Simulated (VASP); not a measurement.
Set up this calculation in VASP 6.6.1, as the native input.

```
Task                   : single point
Functional             : r2SCAN
Potentials or basis    : VASP PAW PBE potentials, release 64 (Sc_sv, Al)
Cutoff                 : 520 eV
k mesh                 : 8 × 8 × 8
Occupations            : gaussian, width 0.1 eV
Spin                   : no spin polarisation
Dipole correction      : no
Further INCAR settings : ALGO = Normal; EDIFF = 1e-07; NBANDS = 26
```

ScAl2:

```xyz
6
Lattice="0.0000 3.7839 3.7839 3.7839 0.0000 3.7839 3.7839 3.7839 0.0000" Properties=species:S:1:pos:R:3 pbc="T T T"
Sc    3.7839    3.7839    3.7839
Sc    5.6758    5.6758    5.6758
Al    0.9460    0.9460    0.9460
Al    0.9460    2.8379    2.8379
Al    2.8379    0.9460    2.8379
Al    2.8379    2.8379    0.9460
```

This cell differs from its parent crystal: strained.

One way to write it, as run:

POSCAR

```
ScAl2
1.0
    0.0000000000      3.7838858118      3.7838858118
    3.7838858118      0.0000000000      3.7838858118
    3.7838858118      3.7838858118      0.0000000000
Sc Al
2 4
Direct
    0.5000000000      0.5000000000      0.5000000000
    0.7500000000      0.7500000000      0.7500000000
    0.1250000000      0.1250000000      0.1250000000
    0.6250000000      0.1250000000      0.1250000000
    0.1250000000      0.6250000000      0.1250000000
    0.1250000000      0.1250000000      0.6250000000
```

INCAR.step1

```
SYSTEM = ScAl2
  PREC = Accurate
  ENCUT = 520
  ISMEAR = 0
  SIGMA = 0.1
  LREAL = .FALSE.
  LASPH = .TRUE.
  NELM = 100
  NBANDS = 26
  GGA = PE
  ALGO = Normal
  EDIFF = 1E-4
  LWAVE = .TRUE.
  LCHARG = .FALSE.
```

INCAR.step2

```
SYSTEM = ScAl2
  PREC = Accurate
  ENCUT = 520
  EDIFF = 1E-7
  ISMEAR = 0
  SIGMA = 0.1
  LREAL = .FALSE.
  LASPH = .TRUE.
  NELM = 100
  ALGO = Normal
  ISIF = 2
  LWAVE = .FALSE.
  LCHARG = .TRUE.
  METAGGA = R2SCAN
  LMIXTAU = .TRUE.
  LELF = .TRUE.
  LVHAR = .TRUE.
  NBANDS = 26
  ISTART = 1
```

KPOINTS

```
Automatic mesh
0
G
  8 8 8
  0 0 0
```

Potentials or basis: VASP PAW PBE potentials, release 64 (Sc_sv, Al).

The run is started by

```sh
$ cat potpaw_PBE.64/Sc_sv/POTCAR potpaw_PBE.64/Al/POTCAR > POTCAR
$ cp INCAR.step1 INCAR
$ mpirun -np 1 vasp_std > vasp.out
$ cp INCAR.step2 INCAR
$ mpirun -np 1 vasp_std > vasp.out
```

It gave:

```
Pressure               : -0.4 GPa
Band gap on the k mesh : zero (bands 17 and 18 overlap by 2.59 eV)
```

Caveat: the cell differs from its parent crystal (strained); the PAW data sets were made with another functional, which shifts forces and pressure a little.

Wall time 2.8 min on 1 thread of Intel(R) Xeon(R) 6975P-C (Granite Rapids), with other jobs on the host, peak memory 0.29 GiB.
